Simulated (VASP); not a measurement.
# CO2 (I-42d) in VASP: single point with r2SCAN

Aim: the single point of CO2 with r2SCAN.

Everything below comes from runs of VASP 6.6.1. Logs are shortened: lines on timing, memory, paths and dates and some standing lists are left out, and cuts for length are marked.

### 1 The cell of the first run

The structure is tetragonal, space group I-42d (No. 122). Conventional cell: a = 3.949 Å, b = 3.949 Å, c = 6.028 Å, α = 90.00°, β = 90.00°, γ = 90.00°. Within 1.9 Å of C (site symmetry -4) lie 4 O at 1.40 Å. O (site symmetry 2) has 2 C at 1.40 Å within 1.9 Å.

### 2 Single point, r2SCAN

POSCAR reads:

```
CO2
1.0
   -1.9747270000      1.9747270000      3.0140580000
    1.9747270000     -1.9747270000      3.0140580000
    1.9747270000      1.9747270000     -3.0140580000
C O
2 4
Direct
    0.7500000000      0.2500000000      0.5000000000
    0.0000000000      0.0000000000      0.0000000000
    0.7097979999      0.1250000000      0.0847979999
    0.0402020001      0.6250000000      0.9152020001
    0.3750000000      0.2902020001      0.4152020001
    0.8750000000      0.9597979999      0.5847979999
```

INCAR.step1 reads:

```
SYSTEM = CO2
PREC = Accurate
ENCUT = 910
ISMEAR = 0
SIGMA = 0.01
LREAL = .False.
LASPH = .True.
NELM = 120
NBANDS = 25
GGA = PE
ALGO = Normal
EDIFF = 1E-5
LWAVE = .True.
LCHARG = .False.
GGA_COMPAT = .False.
```

INCAR.step2 reads:

```
SYSTEM = CO2
PREC = Accurate
ENCUT = 910
EDIFF = 1E-6
ISMEAR = 0
SIGMA = 0.01
LREAL = .False.
LASPH = .True.
NELM = 120
ALGO = Normal
ISIF = 2
LWAVE = .False.
LCHARG = .True.
METAGGA = R2SCAN
LMIXTAU = .True.
LELF = .True.
LVHAR = .True.
NBANDS = 25
ISTART = 1
GGA_COMPAT = .False.
```

KPOINTS reads:

```
regular mesh
0
Gamma
  5 5 5
  0 0 0
```

Potentials or basis: VASP PAW PBE potentials, release 64 (C_h, O_h).

Command:

```bash
$ cat potpaw_PBE.64/C_h/POTCAR potpaw_PBE.64/O_h/POTCAR > POTCAR
$ cp INCAR.step1 INCAR
$ mpirun -np 1 vasp_std > vasp.out
$ cp INCAR.step2 INCAR
$ mpirun -np 1 vasp_std > vasp.out
```

OUTCAR:

```text
SYSTEM = CO2
   PREC = Accurate
   ENCUT = 910
   EDIFF = 1E-6
   ISMEAR = 0
   LREAL = .False.
   LASPH = .True.
   NELM = 120
   ISIF = 2
   METAGGA = R2SCAN
   ISTART = 1

 ion  position               nearest neighbor table
   1  0.750  0.250  0.500-   4 1.40   3 1.40   5 1.40   6 1.40
   2  0.000  0.000  0.000-   5 1.40   4 1.40   3 1.40   6 1.40
   3  0.710  0.125  0.085-   1 1.40   2 1.40
   4  0.040  0.625  0.915-   1 1.40   2 1.40
   5  0.375  0.290  0.415-   2 1.40   1 1.40
   6  0.875  0.960  0.585-   1 1.40   2 1.40

  LATTYP: Found a body centered tetragonal cell.
 ALAT       =     3.9494540000
 C/A-ratio  =     1.5263162959

  Lattice vectors:

 A1 = (  -1.9747270000,   1.9747270000,   3.0140580000)
 A2 = (   1.9747270000,  -1.9747270000,   3.0140580000)
 A3 = (   1.9747270000,   1.9747270000,  -3.0140580000)

Analysis of symmetry for initial positions (statically):
=====================================================================
 Subroutine PRICEL returns:
 Original cell was already a primitive cell.

 Routine SETGRP: Setting up the symmetry group for a
 body centered tetragonal supercell.

 Subroutine GETGRP returns: Found  8 space group operations
 (whereof  4 operations were pure point group operations)
 out of a pool of 16 trial point group operations.

The static configuration has the point symmetry S_4 .
 The point group associated with its full space group is D_2d.

Analysis of symmetry for dynamics (positions and initial velocities):
=====================================================================
 Subroutine PRICEL returns:
 Original cell was already a primitive cell.

 Routine SETGRP: Setting up the symmetry group for a
 body centered tetragonal supercell.

 Subroutine GETGRP returns: Found  8 space group operations
 (whereof  4 operations were pure point group operations)
 out of a pool of 16 trial point group operations.

The dynamic configuration has the point symmetry S_4 .
 The point group associated with its full space group is D_2d.

 Subroutine INISYM returns: Found  8 space group operations
 (whereof  4 operations are pure point group operations),
 and found     1 'primitive' translations

----------------------------------------------------------------------------------------

                                     Primitive cell

[... 91 lines left out ...]
   EDIFF  = 0.1E-05   stopping-criterion for ELM
   LREAL  =      F    real-space projection
   EDIFFG = 0.1E-04   stopping-criterion for IOM
   NSW    =      0    number of steps for IOM
   IBRION =     -1    ionic relax: 0-MD 1-quasi-New 2-CG
   NFREE  =      0    steps in history (QN), initial steepest desc. (CG)
   ISIF   =      2    stress and relaxation
   ISYM   =      2    0-nonsym 1-usesym 2-fastsym
   POTIM  = 0.5000    time-step for ionic-motion
   TEBEG  =    0.0;   TEEND  =   0.0 temperature during run
   PSTRESS=    0.0 pullay stress
   NELECT =      32.0000    total number of electrons
   NUPDOWN=      -1.0000    fix difference up-down
   EMIN   =  10.00;   EMAX   =-10.00  energy-range for DOS
   EFERMI =   0.00;   METHOD = LEGACY
   ISMEAR =     0;   SIGMA  =   0.01  broadening in eV -4-tet -1-fermi 0-gaus
   EFERMI_NEDOS =   21; number of points for ismear=-14 and -15
   IALGO  =     38    algorithm
   IMIX   =      4    mixing-type and parameters
     AMIX     =   0.40;   BMIX     =  1.00
     AMIX_MAG =   1.60;   BMIX_MAG =  1.00
  volume/ion in A,a.u.               =       7.84        52.88
  Fermi-wavevector in a.u.,A,eV,Ry     =   1.440068  2.721333 28.215694  2.073795
  Thomas-Fermi vector in A             =   2.558853
   LORBIT       =      0    0 simple, 1 ext, 2 COOP (PROOUT), +10 PAW based schemes
   METAGGA = R2SCAN    functional components
   LHFCALC =     F    Hartree Fock is set to
   AEXX    =    0.0000 exact exchange contribution
   IVDW    =     0    specifies the selected vdW correction
   LEPSILON=     F    determine dielectric tensor
   LRPA    =     F    only Hartree local field effects (RPA)
 non-spin polarized calculation
 Gauss-broadening in eV      SIGMA  =   0.01
  energy-cutoff  :      910.00
  volume of cell :       47.01
 maximum number of plane-waves:      2967
   NGX = 21   NGY = 21   NGZ = 21

 number of electron      32.0000004 magnetization

 Free energy of the ion-electron system (eV)
  ---------------------------------------------------
  ext. energy  EPLUGINS =         0.00000000
  ---------------------------------------------------
  free energy    TOTEN  =       -49.74048769 eV

  energy without entropy =      -49.74048769  energy(sigma->0) =      -49.74048769

 E-fermi :   2.6376     XC(G=0): -11.8605

 val. band max:        2.5236053718   @ k =  -0.4000   0.4000   0.4000
 cond. band min:      11.0416597211   @ k =   0.0000   0.0000   0.0000
 fundamental gap:      8.5180543493
 Fermi energy:         2.6376139472

 k-point     1 :       0.0000    0.0000    0.0000
  band No.  band energies     occupation
      1     -22.4441      2.00000
      2     -17.2720      2.00000
      3     -17.2720      2.00000
      4     -16.6393      2.00000
      5     -12.4431      2.00000
      6      -7.1303      2.00000
[... 493 lines left out ...]
     24      18.0379      0.00000
     25      18.3213      0.00000

------------------------ aborting loop because EDIFF is reached ----------------------------------------

  FORCE on cell =-STRESS in cart. coord.  units (eV):
  Direction    XX          YY          ZZ          XY          YZ          ZX
  --------------------------------------------------------------------------------------
  -------------------------------------------------------------------------------------
  Total       -2.3437089     -2.3437089     -2.7464117      0.0000000      0.0000000      0.0000000
  in kB      -79.8708915    -79.8708915    -93.5945370      0.0000000      0.0000000      0.0000000
  external PRESSURE =     -84.4454400 kB  Pullay stress =       0.0000000 kB

 VOLUME and BASIS-vectors are now :
 -----------------------------------------------------------------------------
  energy-cutoff  :      910.00
  volume of cell :       47.01
      direct lattice vectors                 reciprocal lattice vectors
    -1.974727000  1.974727000  3.014058000     0.000000000  0.253199556  0.165889309
     1.974727000 -1.974727000  3.014058000     0.253199556  0.000000000  0.165889309
     1.974727000  1.974727000 -3.014058000     0.253199556  0.253199556  0.000000000

 POSITION                                       TOTAL-FORCE (eV/Angst)
 -----------------------------------------------------------------------------------
     -0.00000      1.97473      1.50703         0.000000      0.000000      0.000000
      0.00000      0.00000      0.00000        -0.000000      0.000000      0.000000
     -0.98736      1.32227      2.26054        -0.000000      0.256692      0.000000
      2.96209      0.65246     -0.75351         0.000000     -0.256692     -0.000000
      0.65246      0.98736      0.75351        -0.256692      0.000000     -0.000000
      1.32227      0.98736      3.76757         0.256692     -0.000000      0.000000
 -----------------------------------------------------------------------------------
    total drift:                                0.000004      0.000004      0.000005

  FREE ENERGIE OF THE ION-ELECTRON SYSTEM (eV)
  ---------------------------------------------------
  free  energy   TOTEN  =       -49.7404876905 eV

  energy  without entropy=      -49.7404876905  energy(sigma->0) =      -49.74048769
```

It took 2.2 min on 1 thread of Intel Xeon 6975P-C (Granite Rapids), shared host; peak memory 0.24 GiB.

Results:

* Free energy: -49.7405 eV
* Pressure: -8.4 GPa
* Largest force: 0.257 eV/Å
* Band gap on the k mesh: 8.52 eV (least direct gap 8.90 eV)

Forces on the atoms (eV/Å):
```
C    0.000  0.000  0.000
C    0.000  0.000  0.000
O    0.000  0.257  0.000
O    0.000 -0.257  0.000
O   -0.257  0.000  0.000
O    0.257  0.000  0.000
```

Caveat: the cutoff is under 1.25 times the usual one of these potentials, so pressure, stress and relaxed cells hold a basis-set (Pulay) error; the cell stands under tension; the PAW data sets were made with another functional, which shifts forces and pressure a little; an odd mesh through Γ misses points on the zone boundary, where band edges can lie.
